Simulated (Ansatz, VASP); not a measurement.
# MgO in VASP and in Ansatz

Contents of INCAR:

```
ALGO = Normal
EDIFF = 1E-7
ENCUT = 520
GGA = PE
ISIF = 2
ISMEAR = 0
LASPH = True
LCHARG = False
LREAL = False
LWAVE = False
NBANDS = 16
NELM = 60
PREC = Accurate
SIGMA = 0.05
```

The input KPOINTS:

```
k-points
0
Gamma
  9 9 6
```

The input POSCAR:

```
MgO
1.0
    3.3077869865      0.0000000000      0.0000000000
   -1.6538934933      2.8646275606      0.0000000000
    0.0000000000      0.0000000000      4.9828816700
Mg O
2 2
Direct
    0.3333333333      0.6666666667      0.0021597400
    0.6666666667      0.3333333333      0.5021597400
    0.3952792239      0.7120142059      0.4285102771
    0.7286125572      0.3786808725      0.9285102771
```

Input for Ansatz:

```yaml
crystal:
  lattice:
    - [3.3077869865, 0.0, 0.0]
    - [-1.6538934933, 2.8646275606, 0.0]
    - [0.0, 0.0, 4.98288167]
  atoms:
    - { symbol: Mg, position: [0.3333333333, 0.6666666667, 0.00215974] }
    - { symbol: Mg, position: [0.6666666667, 0.3333333333, 0.50215974] }
    - { symbol: O, position: [0.3952792239, 0.7120142059, 0.4285102771] }
    - { symbol: O, position: [0.7286125572, 0.3786808725, 0.9285102771] }
basis:
  ecutwfc: 420
kpoints:
  mp_grid: { grid: [9, 9, 6] }
hamiltonian:
  xc: pbe
scf:
  occupations: { method: gaussian, width: 0.05 }
output:
  forces: true
  stress: true
  eigenvalues: true
```

Change from the starting cell: all O atoms moved +0.225 Å, as atom 3 along Cartesian [1 1 1].

Alike in both runs: task single point; functional PBE; k mesh 9 × 9 × 6; occupations gaussian, width 0.05 eV; no spin polarisation.

|  | VASP | Ansatz |
| --- | --- | --- |
| version | VASP 6.6.1 | Ansatz 0.2.0 |
| potentials or method | VASP PAW PBE potentials, release 64 (Mg, O), cutoff 520 eV | scalar-relativistic, plane waves, PAW |
| valence electrons in the cell | 16 | 32 |

VASP gave:

| Quantity | Value |
| --- | --- |
| gap on the k mesh at the Fermi level (eV) | 3.23 |
| least direct gap on the mesh (eV) | 3.23 |
| pressure (GPa) | 6.8 |
| traceless stress, the component that is largest in VASP (GPa) | -10.65 |
| rms of the force components (eV/Å) | 1.566 |

Question: Which values does Ansatz return?

Answer: gap on the k mesh at the Fermi level (eV): 3.25; least direct gap on the mesh (eV): 3.25; pressure (GPa): 7.0; traceless stress, the component that is largest in VASP (GPa): -10.49; rms of the force components (eV/Å): 1.541.

Atom by atom the forces differ by 0.025 eV/Å (rms over components). VASP's potentials hold 16 valence electrons a cell and Ansatz's 32, so a difference there can come from the potentials and not from the codes.
